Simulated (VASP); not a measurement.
A run of VASP 6.6.1 is set up as follows.

The input INCAR:

```
ALGO     = Normal         # electronic algorithm
EDIFF    = 1E-6           # SCF threshold, eV
ENCUT    = 520            # plane-wave cutoff, eV
GGA      = PE             # functional
ISIF     = 2              # what is computed and relaxed
ISMEAR   = -1             # smearing method
LASPH    = True           # aspherical terms in the spheres
LCHARG   = False          # write CHGCAR
LREAL    = False          # projectors in reciprocal space
LWAVE    = False          # write WAVECAR
NBANDS   = 11             # bands
NELM     = 60             # most SCF steps
PREC     = Accurate       # precision mode
SIGMA    = 0.02           # smearing width, eV
```

KPOINTS

```
k-points
0
Gamma
  8 8 8
```

The input POSCAR:

```
BP
1.0
    0.0000000000      2.2742185874      2.2742185874
    2.2742185874      0.0000000000      2.2742185874
    2.2742185874      2.2742185874      0.0000000000
B P
1 1
Direct
    0.0000000000      0.0000000000      0.0000000000
    0.2500000000      0.2500000000      0.2500000000
```

Potentials or basis: VASP PAW PBE potentials, release 64 (B, P).

Run with:

```bash
$ cat potpaw_PBE.64/B/POTCAR potpaw_PBE.64/P/POTCAR > POTCAR
$ mpirun -np 1 vasp_std > vasp.out
```

**Question.** Predict the band gap on the k mesh.

**Answer.** 1.28 eV, indirect (least direct gap 3.39 eV).

**Question.** Predict the pressure.

**Answer.** -0.2 GPa.

A k mesh can miss the band edges.
